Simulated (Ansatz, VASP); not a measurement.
One calculation of Te2Mo, two programs

```
Te Mo
1.0
     3.55499    0.00000    0.00000
    -1.77750    3.07871    0.00000
     0.00000    0.00000   17.51827
Te Mo
2 1
Direct
  0.33333 0.66667 0.89680
  0.33333 0.66667 0.10320
  0.00000 0.00000 0.00000
```

Alike in both runs: task single point; functional PBE; k mesh 9 × 9 × 2; occupations gaussian, width 0.05 eV; no spin polarisation.

|  | VASP | Ansatz |
| --- | --- | --- |
| version | VASP 6.6.1 | Ansatz 0.2.0 |
| potentials or method | VASP PAW PBE potentials, release 64 (Te, Mo_sv), cutoff 520 eV | scalar-relativistic, plane waves, PAW |
| valence electrons in the cell | 26 | 46 |

```csv
,VASP,Ansatz,Ansatz less VASP
gap on the k mesh at the Fermi level (eV),1.08,1.08,+0.001
least direct gap on the mesh (eV),1.08,1.08,+0.001
rms of the force components (eV/Å),0.006,0.000,-0.0060
```

Atom by atom the forces differ by 0.006 eV/Å (rms over components). The functional is the same, so the differences come from potentials, cutoffs and numerics. VASP's potentials hold 26 valence electrons a cell and Ansatz's 46, so a difference there can come from the potentials and not from the codes. Ansatz's warnings: xc potential rough in thin density.

Neither program's run includes spin-orbit coupling.
